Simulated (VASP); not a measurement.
Set up this calculation in VASP 6.6.1, as the native input.

* Task: single point
* Functional: PBE
* Potentials or basis: VASP PAW PBE potentials, release 64 (Nb_sv, Mo_sv, S)
* Cutoff: 520 eV
* k mesh: 12 × 12 × 2
* Occupations: gaussian, width 0.1 eV
* Spin: no spin polarisation
* Dipole correction: no
* Further INCAR settings: ALGO = Normal; EDIFF = 1e-07; NBANDS = 48

The structure of NbMo2S6 lies in POSCAR:

```
NbMo2S6
1.0
    3.2397877958      0.0000000000      0.0000000000
   -1.6198938979      2.8057385340      0.0000000000
    0.0000000000      0.0000000000     22.5198500143
Nb Mo S
1 2 6
Direct
    0.0000000000      0.0000000000      0.0000000000
    0.0000000000      0.0000000000      0.6705062679
    0.0000000000      0.0000000000      0.3294937321
    0.3333333333      0.6666666667      0.7390875780
    0.3333333333      0.6666666667      0.0709765437
    0.3333333333      0.6666666667      0.3980885179
    0.3333333333      0.6666666667      0.9290234563
    0.3333333333      0.6666666667      0.2609124220
    0.3333333333      0.6666666667      0.6019114821
```

The input as run:

INCAR

```
SYSTEM = NbMo2S6
ALGO = Normal
EDIFF = 1E-7
ENCUT = 520
GGA = PE
ISIF = 2
ISMEAR = 0
LASPH = .TRUE.
LCHARG = .FALSE.
LREAL = .FALSE.
LWAVE = .FALSE.
NBANDS = 48
NELM = 100
PREC = Accurate
SIGMA = 0.1
```

KPOINTS

```
k-points
0
G
  12 12 2
  0 0 0
```

Potentials or basis: VASP PAW PBE potentials, release 64 (Nb_sv, Mo_sv, S).

Run with:

```sh
$ cat potpaw_PBE.64/Nb_sv/POTCAR potpaw_PBE.64/Mo_sv/POTCAR potpaw_PBE.64/S/POTCAR > POTCAR
$ mpirun -np 1 vasp_std > vasp.out
```

Results of the run:

```json
{
 "Pressure": "-0.2 GPa",
 "Largest force": "0.037 eV/Å"
}
```

Caveat: this functional lacks dispersion, which binds the layers, so the pressure and a relaxed spacing across them are unreliable.

Run time: 15 min on 1 thread of Intel Xeon 6975P-C, on a shared host, peak memory 0.5 GiB.
